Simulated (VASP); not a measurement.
# Ta in VASP: further runs, part 2 of 2

VASP 6.6.1.

### 3 Single point, PBEsol (strain along c alone, the other axes held: -6.0 %)

INCAR

```
PREC = Accurate
ENCUT = 520
EDIFF = 1E-6
ISMEAR = 0
SIGMA = 0.1
LREAL = F
LASPH = T
NELM = 100
ALGO = Fast
ISIF = 2
LWAVE = F
LCHARG = F
GGA = PS
NBANDS = 18
```

KPOINTS

```
Automatic mesh
0
Gamma
  16 16 16
```

POSCAR

```
Ta
1.0
    3.2804820868      0.0000000000      0.0000000000
    0.0000000000      3.2804820868      0.0000000000
    0.0000000000      0.0000000000      3.0836531616
Ta
2
Direct
    0.0000000000      0.0000000000      0.0000000000
    0.5000000000      0.5000000000      0.5000000000
```

Potentials or basis: VASP PAW PBE potentials, release 64 (Ta_pv).

Started as:

```bash
$ cat potpaw_PBE.64/Ta_pv/POTCAR > POTCAR
$ mpirun -np 1 vasp_std > vasp.out
```

Run time: 6.6 min. Hardware: 1 thread of Intel Xeon 8259CL, shared host; peak memory 0.3 GiB.

Results (log left out):

```yaml
Free_energy: -24.9744 eV
Pressure: 15.2 GPa
Band_gap_on_the_k_mesh: zero (bands 11 and 12 overlap by 3.50 eV)
```

Stress tensor (GPa, compression positive):
```
12.58  0.00  0.00
 0.00 12.58  0.00
 0.00  0.00 20.34
```

Levels at points of the mesh, in eV from the Fermi level:
```
           k point  band 8  band 9  band 10  band 11  band 12  band 13  band 14  band 15
(0.00, 0.00, 0.00)   -4.44   -4.24     0.15     1.04     1.04     3.60     4.86     7.45
(0.50, 0.00, 0.00)   -3.89   -1.33    -1.33     1.17     1.17     1.85     1.85     3.61
(0.50, 0.50, 0.00)   -4.79   -1.19    -1.19     1.69     1.69     3.42     3.42     4.94
(0.00, 0.00, 0.50)   -3.44   -1.06    -1.06     0.95     0.95     0.95     0.95     3.15
(0.50, 0.00, 0.50)   -4.78   -2.10    -2.10     2.21     2.21     4.30     4.30     5.89
(0.50, 0.50, 0.50)   -1.45   -1.45    -1.45    -0.99    -0.99     5.24     5.24     5.62
```

Caveat: the cell differs from its parent crystal (strain along c alone, the other axes held: -6.0 %); the cell stands under pressure; the PAW data sets were made with another functional, which shifts forces and pressure a little; spin-orbit coupling is left out, which moves the levels of the heavy elements.

### 4 Single point, PBEsol (strain along c alone, the other axes held: -4.0 %)

INCAR

```
SYSTEM = Ta
PREC = Accurate
ENCUT = 520
EDIFF = 1E-7
ISMEAR = 0
SIGMA = 0.1
LREAL = .FALSE.
LASPH = .TRUE.
NELM = 60
ALGO = Fast
ISIF = 2
LWAVE = .FALSE.
LCHARG = .FALSE.
GGA = PS
NBANDS = 18
```

KPOINTS

```
regular mesh
0
G
  16 16 16
  0 0 0
```

Edit POSCAR of step 3 so:

```diff
@@ -4,3 +4,3 @@
     0.0000000000      3.2804820868      0.0000000000
-    0.0000000000      0.0000000000      3.0836531616
+    0.0000000000      0.0000000000      3.1492628034
 Ta
```

Potentials or basis: VASP PAW PBE potentials, release 64 (Ta_pv).

Started as:

```bash
$ cat potpaw_PBE.64/Ta_pv/POTCAR > POTCAR
$ mpirun -np 1 vasp_std > vasp.out
```

OUTCAR:

```text
SYSTEM = Ta
   PREC = Accurate
   ENCUT = 520
   EDIFF = 1E-7
   ISMEAR = 0
   LREAL = .FALSE.
   LASPH = .TRUE.
   NELM = 60
   ISIF = 2
   GGA = PS

 ion  position               nearest neighbor table
   1  0.000  0.000  0.000-   2 2.80   2 2.80   2 2.80   2 2.80   2 2.80   2 2.80   2 2.80   2 2.80

   2  0.500  0.500  0.500-   1 2.80   1 2.80   1 2.80   1 2.80   1 2.80   1 2.80   1 2.80   1 2.80

  LATTYP: Found a simple tetragonal cell.
 ALAT       =     3.2804820868
 C/A-ratio  =     0.9600000000

  Lattice vectors:

 A1 = (   3.2804820868,   0.0000000000,   0.0000000000)
[... 695 lines left out ...]
      6     -27.3052      2.00000
[... 10 lines left out ...]
     17      11.0211      0.00000
     18      11.0211      0.00000

 [... further k-points ...]
[... 5 lines left out ...]
  --------------------------------------------------------------------------------------
  -------------------------------------------------------------------------------------
  Total        1.6773006      1.6773006      2.7977524      0.0000000      0.0000000      0.0000000
  in kB       79.2934361     79.2934361    132.2621630      0.0000000      0.0000000      0.0000000
  external PRESSURE =      96.9496784 kB  Pullay stress =       0.0000000 kB

 VOLUME and BASIS-vectors are now :
 -----------------------------------------------------------------------------
  energy-cutoff  :      520.00
  volume of cell :       33.89
      direct lattice vectors                 reciprocal lattice vectors
     3.280482087  0.000000000  0.000000000     0.304833245  0.000000000  0.000000000
     0.000000000  3.280482087  0.000000000     0.000000000  0.304833245  0.000000000
     0.000000000  0.000000000  3.149262803     0.000000000  0.000000000  0.317534630

 POSITION                                       TOTAL-FORCE (eV/Angst)
 -----------------------------------------------------------------------------------
      0.00000      0.00000      0.00000        -0.000000     -0.000000     -0.000000
      1.64024      1.64024      1.57463         0.000000      0.000000      0.000000
 -----------------------------------------------------------------------------------
    total drift:                                0.000000      0.000000     -0.000000

  FREE ENERGIE OF THE ION-ELECTRON SYSTEM (eV)
  ---------------------------------------------------
  free  energy   TOTEN  =       -25.0488287919 eV

  energy  without entropy=      -25.0357099813  energy(sigma->0) =      -25.04226939
```

stdout:

```text
POSCAR found type information on POSCAR Ta
 POSCAR found :  1 types and       2 ions
 scaLAPACK will be used
 -----------------------------------------------------------------------------
|                                                                             |
|                                                                             |
|     You enforced a specific xc type in the INCAR file but a different       |
|     I HOPE YOU KNOW WHAT YOU ARE DOING!                                     |
|                                                                             |
 -----------------------------------------------------------------------------

 LDA part: xc-table for (Slater+PW92), standard interpolation
 POSCAR, INCAR and KPOINTS ok, starting setup
 FFT: planning ... GRIDC
 FFT: planning ... GRID_SOFT
 FFT: planning ... GRID
 WAVECAR not read
 entering main loop
```

Run time: 7.1 min. Hardware: 1 thread of Intel Xeon 8259CL, shared host; peak memory 0.3 GiB.

What came out:

```yaml
Free_energy: -25.0488 eV
Pressure: 9.7 GPa
Band_gap_on_the_k_mesh: zero (bands 11 and 12 overlap by 3.24 eV)
```

Caveat: the cell differs from its parent crystal (strain along c alone, the other axes held: -4.0 %); the cell stands under pressure; the PAW data sets were made with another functional, which shifts forces and pressure a little; spin-orbit coupling is left out, which moves the levels of the heavy elements.

### 5 Single point, PBEsol (strain along c alone, the other axes held: -2.0 %)

INCAR

```
  ALGO = Fast
  EDIFF = 1E-7
  ENCUT = 520
  GGA = PS
  ISIF = 2
  ISMEAR = 0
  LASPH = True
  LCHARG = False
  LREAL = False
  LWAVE = False
  NBANDS = 18
  NELM = 100
  PREC = Accurate
  SIGMA = 0.1
```

KPOINTS

```
k-points
0
Gamma
  16 16 16
```

Edit POSCAR of step 4 so:

```diff
@@ -4,3 +4,3 @@
     0.0000000000      3.2804820868      0.0000000000
-    0.0000000000      0.0000000000      3.1492628034
+    0.0000000000      0.0000000000      3.2148724451
 Ta
```

Started as:

```bash
$ cat potpaw_PBE.64/Ta_pv/POTCAR > POTCAR
$ mpirun -np 1 vasp_std > vasp.out
```

Run time: 7.7 min. Hardware: 1 thread of Intel Xeon 8259CL, shared host; peak memory 0.3 GiB.

It converged, with:

```yaml
Free_energy: -25.0919 eV
Pressure: 4.8 GPa
Band_gap_on_the_k_mesh: zero (bands 11 and 12 overlap by 3.02 eV)
```

Stress tensor (GPa, compression positive):
```
4.04 0.00 0.00
0.00 4.04 0.00
0.00 0.00 6.36
```

Levels at points of the mesh, in eV from the Fermi level:
```csv
k point,band 7,band 8,band 9,band 10,band 11,band 12,band 13,band 14,band 15,band 16
"(0.00, 0.00, 0.00)",-8.08,-4.08,-4.02,0.55,0.82,0.82,3.95,4.33,7.16,7.16
"(0.50, 0.00, 0.00)",-3.77,-3.77,-1.10,-1.10,1.25,1.25,1.46,1.46,3.37,3.37
"(0.50, 0.50, 0.00)",-4.57,-4.57,-1.48,-1.48,1.71,1.71,3.81,3.81,5.00,5.00
"(0.00, 0.00, 0.50)",-3.63,-3.63,-1.02,-1.02,1.19,1.19,1.19,1.19,3.23,3.23
"(0.50, 0.00, 0.50)",-4.56,-4.56,-1.76,-1.76,1.87,1.87,4.14,4.14,5.23,5.23
"(0.50, 0.50, 0.50)",-1.29,-1.29,-1.29,-1.29,-1.16,-1.16,5.21,5.21,5.39,5.39
```

Caveat: the cell differs from its parent crystal (strain along c alone, the other axes held: -2.0 %); the cell stands under pressure; the PAW data sets were made with another functional, which shifts forces and pressure a little; spin-orbit coupling is left out, which moves the levels of the heavy elements.

### 6 Overview

| cell | further INCAR settings | gap on the mesh (eV) | pressure (GPa) |
| --- | --- | --- | --- |
| a = 3.280 Å, 2 atoms | ALGO = Fast; EDIFF = 1e-07; NBANDS = 18 | none | 0.4 |
| a = 3.280, b = 3.280, c = 3.084 Å, 2 atoms | ALGO = Fast; EDIFF = 1e-06; NBANDS = 18 | none | 15.2 |
| a = 3.280, b = 3.280, c = 3.149 Å, 2 atoms | ALGO = Fast; EDIFF = 1e-07; NBANDS = 18 | none | 9.7 |
| a = 3.280, b = 3.280, c = 3.215 Å, 2 atoms | ALGO = Fast; EDIFF = 1e-07; NBANDS = 18 | none | 4.8 |

Alike in all rows: task single point; level PBEsol; potentials or basis VASP PAW PBE potentials, release 64 (Ta_pv); no spin polarisation; k mesh 16 × 16 × 16; cutoff (eV) 520; smearing gaussian 0.1 eV.

Caveats: the PAW data sets were made with another functional, which shifts forces and pressure a little; spin-orbit coupling is left out, which moves the levels of the heavy elements; the cell stands under pressure (at least some runs).

Total energies depend on the potentials used, so only differences within one code and one set of settings carry meaning.
